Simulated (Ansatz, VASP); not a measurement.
# BaTiO3: VASP beside Ansatz

The input INCAR:

```
SYSTEM = BaTiO3
PREC = Accurate ; ENCUT = 520
EDIFF = 1E-6 ; ISMEAR = 0
SIGMA = 0.05 ; LREAL = .False.
LASPH = .True. ; NELM = 150
ALGO = Normal ; ISIF = 2
LWAVE = .False. ; LCHARG = .True.
LMAXMIX = 4 ; LDAU = .True.
LDAUTYPE = 2 ; LDAUL = -1 2 -1
LDAUU = 0 4 0 ; LDAUJ = 0 0 0
LDAUPRINT = 1 ; GGA = PE
LELF = .True. ; LVHAR = .True.
NBANDS = 28
```

The input KPOINTS:

```
regular mesh
0
Gamma
  6 6 6
  0 0 0
```

File POSCAR:

```
BaTiO3
1.0
    4.0082194129      0.0000000000      0.0000000000
    0.0000000000      2.8732814832      2.8859184405
    0.0000000000     -2.8732814832      2.8859184405
Ba Ti O
1 1 3
Direct
    0.0000000000      0.0080771898      0.0080771898
    0.5000000000      0.5197092923      0.5197092923
    0.0000000000      0.3353543674      0.4919697226
    0.5000000000      0.4938075436      0.9829991481
    0.5000000000      0.9829991481      0.4938075436
```

Input for Ansatz:

```yaml
crystal:
  lattice:
    - [4.0082193262, 0.0, 0.0]
    - [0.0, 2.8732815214, 2.8859185184]
    - [0.0, -2.8732815214, 2.8859185184]
  atoms:
    - { symbol: Ba, position: [0.0, 0.0080772002, 0.0080772002] }
    - { symbol: Ti, position: [0.5, 0.5197092998, 0.5197092998] }
    - { symbol: O, position: [0.0, 0.3353543598, 0.4919697129] }
    - { symbol: O, position: [0.5, 0.4938075461, 0.9829991384] }
    - { symbol: O, position: [0.5, 0.9829991384, 0.4938075461] }
basis:
  ecutwfc: 420
kpoints:
  mp_grid: { grid: [6, 6, 6] }
hamiltonian:
  xc: pbe
  hubbard: { sites: [{ species: Ti, l: d, u_eff: 4.0 }] }
scf:
  occupations: { method: gaussian, width: 0.05 }
output:
  forces: true
  stress: true
  eigenvalues: true
```

Alike in both runs: task single point; functional PBE; k mesh 6 × 6 × 6; occupations gaussian, width 0.05 eV; no spin polarisation; Hubbard terms Ti d U = 4.0 eV.

|  | VASP | Ansatz |
| --- | --- | --- |
| version | VASP 6.6.1 | Ansatz 0.2.0 |
| potentials or method | VASP PAW PBE potentials, release 64 (Ba_sv, Ti_sv, O), cutoff 520 eV | scalar-relativistic, plane waves, PAW |
| valence electrons in the cell | 40 | 40 |

|  | VASP | Ansatz | Ansatz less VASP |
| --- | --- | --- | --- |
| gap on the k mesh at the Fermi level (eV) | 2.40 | 2.48 | +0.081 |
| least direct gap on the mesh (eV) | 2.74 | 2.72 | -0.016 |
| pressure (GPa) | 6.2 | 2.5 | -3.75 |
| traceless stress, the component that is largest in VASP (GPa) | -3.55 | -2.15 | +1.398 |
| rms of the force components (eV/Å) | 1.305 | 1.246 | -0.0595 |

The programs project onto different local orbitals, so the same U acts differently, and such runs can settle in different states. Atom by atom the forces differ by 0.239 eV/Å (rms over components).

Spin-orbit coupling is off throughout.
